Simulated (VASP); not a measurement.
# SnO (P4/nmm) in VASP: a series of runs, part 2 of 3

VASP 6.6.1.

**3. Single point, r2SCAN (17.89 Å³/atom)**

This run uses another cell than the first one, of 17.89 Å³/atom.

The input, POSCAR:

```
SnO
1.0
    3.8072385349      0.0000000000      0.0000000000
    0.0000000000      3.8072385349      0.0000000000
    0.0000000000      0.0000000000      4.9360762066
Sn O
2 2
Direct
    0.0000000000      0.5000000000      0.2324256302
    0.5000000000      0.0000000000      0.7675743698
    0.0000000000      0.0000000000      0.0000000000
    0.5000000000      0.5000000000      0.0000000000
```

The input, INCAR.step1:

```
SYSTEM = SnO
ALGO = Normal ; EDIFF = 1E-4
ENCUT = 520 ; GGA = PE
ISMEAR = 0 ; LASPH = .TRUE.
LCHARG = .FALSE. ; LREAL = .FALSE.
LWAVE = .TRUE. ; NBANDS = 28
NELM = 80 ; PREC = Accurate
SIGMA = 0.05
```

The input, INCAR.step2:

```
SYSTEM = SnO
ALGO = Normal ; EDIFF = 1E-6
ENCUT = 520 ; ISIF = 2
ISMEAR = 0 ; ISTART = 1
LASPH = .TRUE. ; LCHARG = .TRUE.
LELF = .TRUE. ; LMIXTAU = .TRUE.
LREAL = .FALSE. ; LVHAR = .TRUE.
LWAVE = .FALSE. ; METAGGA = R2SCAN
NBANDS = 28 ; NELM = 80
PREC = Accurate ; SIGMA = 0.05
```

The input, KPOINTS:

```
k-points
0
G
  10 10 8
  0 0 0
```

Potentials or basis: VASP PAW PBE potentials, release 64 (Sn_d, O).

On the command line:

```sh
cat potpaw_PBE.64/Sn_d/POTCAR potpaw_PBE.64/O/POTCAR > POTCAR
cp INCAR.step1 INCAR
mpirun -np 1 vasp_std > vasp.out
cp INCAR.step2 INCAR
mpirun -np 1 vasp_std > vasp.out
```

OUTCAR:

```text
SYSTEM = SnO
   EDIFF = 1E-6
   ENCUT = 520
   ISIF = 2
   ISMEAR = 0
   ISTART = 1
   LASPH = .TRUE.
   LREAL = .FALSE.
   METAGGA = R2SCAN
   NELM = 80
   PREC = Accurate

 ion  position               nearest neighbor table
   1  0.000  0.500  0.232-   3 2.22   4 2.22   3 2.22   4 2.22   2 3.54   2 3.54   2 3.54   2 3.54

   2  0.500  0.000  0.768-   3 2.22   4 2.22   4 2.22   3 2.22   1 3.54   1 3.54   1 3.54   1 3.54

   3  0.000  0.000  0.000-   1 2.22   2 2.22   1 2.22   2 2.22
   4  0.500  0.500  0.000-   1 2.22   2 2.22   2 2.22   1 2.22

  LATTYP: Found a simple tetragonal cell.
 ALAT       =     3.8072385349
 C/A-ratio  =     1.2964977533

  Lattice vectors:

 A1 = (   3.8072385349,   0.0000000000,   0.0000000000)
 A2 = (   0.0000000000,   3.8072385349,   0.0000000000)
 A3 = (   0.0000000000,   0.0000000000,   4.9360762066)

Analysis of symmetry for initial positions (statically):
=====================================================================
 Subroutine PRICEL returns:
 Original cell was already a primitive cell.

[... 169 lines left out ...]
  ext. energy  EPLUGINS =         0.00000000
  ---------------------------------------------------
  free energy    TOTEN  =       -66.90365980 eV

  energy without entropy =      -66.90365980  energy(sigma->0) =      -66.90365980

 E-fermi :   7.0909     XC(G=0): -10.7979

 val. band max:        6.9093840615   @ k =   0.0000   0.0000   0.0000
 cond. band min:       7.2761446020   @ k =   0.5000   0.5000   0.0000
 fundamental gap:      0.3667605405
 Fermi energy:         7.0909463290

 k-point     1 :       0.0000    0.0000    0.0000
  band No.  band energies     occupation
      1     -16.0234      2.00000
      2     -15.4607      2.00000
      3     -15.4441      2.00000
      4     -15.4441      2.00000
      5     -15.3977      2.00000
      6     -15.3744      2.00000
[... 733 lines left out ...]
     27      14.5949      0.00000
     28      17.1203      0.00000

 [... further k-points ...]
[... 5 lines left out ...]
  --------------------------------------------------------------------------------------
  -------------------------------------------------------------------------------------
  Total        0.2826242      0.2826242      0.2405666      0.0000000      0.0000000      0.0000000
  in kB        6.3287503      6.3287503      5.3869622      0.0000000      0.0000000      0.0000000
  external PRESSURE =       6.0148209 kB  Pullay stress =       0.0000000 kB

 VOLUME and BASIS-vectors are now :
 -----------------------------------------------------------------------------
  energy-cutoff  :      520.00
  volume of cell :       71.55
      direct lattice vectors                 reciprocal lattice vectors
     3.807238535  0.000000000  0.000000000     0.262657564  0.000000000  0.000000000
     0.000000000  3.807238535  0.000000000     0.000000000  0.262657564  0.000000000
     0.000000000  0.000000000  4.936076207     0.000000000  0.000000000  0.202590065

 POSITION                                       TOTAL-FORCE (eV/Angst)
 -----------------------------------------------------------------------------------
      0.00000      1.90362      1.14727         0.000000     -0.000000      0.144107
      1.90362      0.00000      3.78881        -0.000000     -0.000000     -0.144107
      0.00000      0.00000      0.00000        -0.000000      0.000000      0.000000
      1.90362      1.90362      0.00000        -0.000000     -0.000000      0.000000
 -----------------------------------------------------------------------------------
    total drift:                                0.000000      0.000000      0.000000

  FREE ENERGIE OF THE ION-ELECTRON SYSTEM (eV)
  ---------------------------------------------------
  free  energy   TOTEN  =       -66.9036597993 eV

  energy  without entropy=      -66.9036597992  energy(sigma->0) =      -66.90365980
```

OUTCAR.step1:

```text
SYSTEM = SnO
   EDIFF = 1E-4
   ENCUT = 520
   GGA = PE
   ISMEAR = 0
   LASPH = .TRUE.
   LREAL = .FALSE.
   NELM = 80
[... 975 lines left out ...]
      1.90362      0.00000      3.78881        -0.000000      0.000000     -0.590373
      0.00000      0.00000      0.00000         0.000000      0.000000      0.000000
      1.90362      1.90362      0.00000         0.000000     -0.000000      0.000000
 -----------------------------------------------------------------------------------
    total drift:                                0.000000      0.000000      0.000000

  FREE ENERGIE OF THE ION-ELECTRON SYSTEM (eV)
  ---------------------------------------------------
  free  energy   TOTEN  =       -22.6788257113 eV

  energy  without entropy=      -22.6788243922  energy(sigma->0) =      -22.67882505
```

OSZICAR.step1:

```text
N       E                     dE             d eps       ncg     rms          rms(c)
DAV:   1     0.420975191855E+03    0.42098E+03   -0.19921E+04  6056   0.217E+03
DAV:   2     0.377436918086E+02   -0.38323E+03   -0.36837E+03  6188   0.541E+02
DAV:   3    -0.233015546557E+02   -0.61045E+02   -0.59825E+02  6672   0.180E+02
DAV:   4    -0.263240815048E+02   -0.30225E+01   -0.30058E+01  6760   0.427E+01
DAV:   5    -0.263964878404E+02   -0.72406E-01   -0.72397E-01  6324   0.715E+00    0.117E+01
DAV:   6    -0.226978874828E+02    0.36986E+01   -0.16782E+01  9468   0.446E+01    0.492E+00
DAV:   7    -0.226976628797E+02    0.22460E-03   -0.20231E+00  7048   0.857E+00    0.249E+00
DAV:   8    -0.226856589772E+02    0.12004E-01   -0.28679E-01  7968   0.371E+00    0.815E-01
DAV:   9    -0.226777801569E+02    0.78788E-02   -0.48622E-02  9196   0.232E+00    0.236E-01
DAV:  10    -0.226790636529E+02   -0.12835E-02   -0.69835E-03  7784   0.749E-01    0.132E-01
DAV:  11    -0.226787906964E+02    0.27296E-03   -0.18127E-03  8712   0.406E-01    0.239E-02
DAV:  12    -0.226788257113E+02   -0.35015E-04   -0.25553E-04  5868   0.905E-02
   1 F= -.22678826E+02 E0= -.22678825E+02  d E =-.131911E-05
```

Run time: 10 min. Hardware: 1 thread of Intel Xeon 8259CL, shared host; peak memory 0.3 GiB.

What came out:

```yaml
Free_energy: -66.9037 eV
Pressure: 0.6 GPa
Largest_force: 0.144 eV/Å
Band_gap_on_the_k_mesh: 0.37 eV (least direct gap 2.33 eV)
```

Forces on the atoms (eV/Å):
```
Sn   0.000  0.000  0.144
Sn   0.000  0.000 -0.144
O    0.000  0.000  0.000
O    0.000  0.000  0.000
```

Caveat: semilocal functionals underestimate gaps, and a narrow one can read as zero; the PAW data sets were made with another functional, which shifts forces and pressure a little; spin-orbit coupling is left out, which moves the levels of the heavy elements. A k mesh can miss the band edges.

**4. Single point, r2SCAN**

This run uses another cell than the first one, of 17.89 Å³/atom.

POSCAR is that of step 3.

The input, INCAR.step1:

```
PREC = Accurate
ENCUT = 520
ISMEAR = 0
SIGMA = 0.05
LREAL = F
LASPH = T
NELM = 80
NBANDS = 28
GGA = PE
ALGO = Normal
EDIFF = 1E-4
LWAVE = T
LCHARG = F
```

The input, INCAR.step2:

```
PREC = Accurate
ENCUT = 520
EDIFF = 1E-6
ISMEAR = 0
SIGMA = 0.05
LREAL = F
LASPH = T
NELM = 80
ALGO = Normal
ISIF = 2
LWAVE = F
LCHARG = F
METAGGA = R2SCAN
LMIXTAU = T
NBANDS = 28
ISTART = 1
```

The input, KPOINTS:

```
regular mesh
0
Gamma
  10 10 8
```

On the command line:

```sh
cat potpaw_PBE.64/Sn_d/POTCAR potpaw_PBE.64/O/POTCAR > POTCAR
cp INCAR.step1 INCAR
mpirun -np 1 vasp_std > vasp.out
cp INCAR.step2 INCAR
mpirun -np 1 vasp_std > vasp.out
```

Run time: 9 min. Hardware: 1 thread of Intel Xeon 8259CL, shared host; peak memory 0.3 GiB.

The run converged. Its results:

```yaml
Free_energy: -66.9037 eV
Pressure: 0.6 GPa
Largest_force: 0.144 eV/Å
Band_gap_on_the_k_mesh: 0.37 eV (least direct gap 2.33 eV)
```

Forces in eV/Å, atoms in the order of the input:
```
Sn   0.000  0.000  0.144
Sn   0.000  0.000 -0.144
O    0.000  0.000  0.000
O    0.000  0.000  0.000
```

Stress tensor (GPa, compression positive):
```
0.63 0.00 0.00
0.00 0.63 0.00
0.00 0.00 0.54
```

Levels at points of the mesh, in eV from the valence-band top:
| k point | band 16 | band 17 | band 18 | band 19 | band 20 | band 21 | band 22 | band 23 | band 24 | band 25 |
| --- | --- | --- | --- | --- | --- | --- | --- | --- | --- | --- |
| (0.00, 0.00, 0.00) | -6.69 | -3.87 | -3.57 | -3.57 | 0.00 | 2.34 | 4.38 | 5.03 | 5.03 | 5.97 |
| (0.50, 0.00, 0.00) | -5.40 | -5.25 | -5.25 | -2.87 | -2.87 | 3.37 | 3.37 | 6.22 | 6.22 | 6.27 |
| (0.50, 0.50, 0.00) | -5.55 | -2.89 | -2.89 | -2.07 | -2.07 | 0.37 | 0.37 | 4.75 | 4.75 | 7.47 |
| (0.00, 0.00, 0.50) | -3.92 | -3.58 | -3.58 | -3.23 | -2.51 | 1.98 | 3.30 | 3.30 | 3.89 | 8.19 |
| (0.50, 0.00, 0.50) | -5.81 | -5.22 | -5.22 | -1.97 | -1.97 | 2.70 | 2.70 | 5.81 | 5.81 | 6.96 |
| (0.50, 0.50, 0.50) | -5.92 | -2.89 | -2.89 | -2.77 | -2.77 | 2.57 | 2.57 | 4.21 | 4.21 | 5.93 |

Caveat: semilocal functionals underestimate gaps, and a narrow one can read as zero; the PAW data sets were made with another functional, which shifts forces and pressure a little; spin-orbit coupling is left out, which moves the levels of the heavy elements. A k mesh can miss the band edges.

(Part 2 of 3 ends here.)
